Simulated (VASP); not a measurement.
**Rb: single point with LDA**

Rb:

```
Rb
1.0
     0.00000    2.55936    2.55936
     2.55936    0.00000    2.55936
     2.55936    2.55936    0.00000
Rb
1
Direct
  0.00000 0.00000 0.00000
```

This isn't the form of Rb at room conditions, which is bcc.

| Quantity | Value |
| --- | --- |
| Program | VASP 6.6.1 |
| Task | single point |
| Functional | LDA |
| Potentials or basis | VASP PAW LDA potentials, release 64 (Rb_sv) |
| Cutoff | 520 eV |
| k mesh | 13 × 13 × 13 |
| Occupations | fermi-dirac, width 0.1 eV |
| Spin | no spin polarisation |

| Quantity | Value |
| --- | --- |
| Pressure | 11.1 GPa |
| Band gap on the k mesh | zero (an odd number of electrons rules out a gap without spin polarisation) |

Levels at points of the mesh, in eV from the Fermi level:
```tsv
k point	band 2	band 3	band 4	band 5	band 6	band 7	band 8	band 9
(0.00, 0.00, 0.00)	-12.46	-12.46	-12.46	-3.04	4.06	4.06	4.06	7.02
```

It took 9.5 s on 1 thread of Intel(R) Xeon(R) 6975P-C (Granite Rapids), on a shared host, peak memory 0.15 GiB.

Caveat: the cell stands under pressure.
